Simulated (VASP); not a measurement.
Wanted: the native input for a VASP 6.6.1 run.

* Task: single point
* Functional: LDA
* Potentials or basis: VASP PAW LDA potentials, release 64 (K_sv, F)
* Cutoff: 520 eV
* k mesh: 8 × 8 × 8
* Occupations: gaussian, width 0.05 eV
* Spin: no spin polarisation
* Dipole correction: no
* Further INCAR settings: ALGO = Normal; EDIFF = 1e-06; NBANDS = 15

The structure of KF lies in POSCAR:

```
KF
1.0
    0.0000000000      2.5817196783      2.4849051904
    2.5817196783      0.0000000000      2.4849051904
    2.5817196783      2.5817196783      0.0000000000
K F
1 1
Direct
    0.0000000000      0.0000000000      0.0000000000
    0.5000000000      0.5000000000      0.5000000000
```

This cell differs from its parent crystal: normal strain along x +0.0000, normal strain along z -0.0375.

These files were run (other wordings do the same):

INCAR

```
PREC = Accurate
ENCUT = 520
EDIFF = 1E-6
ISMEAR = 0
SIGMA = 0.05
LREAL = F
LASPH = T
NELM = 80
ALGO = Normal
ISIF = 2
LWAVE = F
LCHARG = F
NBANDS = 15
```

KPOINTS

```
regular mesh
0
Gamma
  8 8 8
```

Potentials or basis: VASP PAW LDA potentials, release 64 (K_sv, F).

The run is started by

```sh
$ cat potpaw_LDA.64/K_sv/POTCAR potpaw_LDA.64/F/POTCAR > POTCAR
$ mpirun -np 1 vasp_std > vasp.out
```

Results of the run:

The pressure is 2.3 GPa. The band gap on the k mesh is 6.47 eV.

Caveat: the cell differs from its parent crystal (normal strain along x +0.0000, normal strain along z -0.0375).

It took 34 s on 1 thread of Intel Xeon 8259CL, with other jobs on the host, peak memory 0.16 GiB.
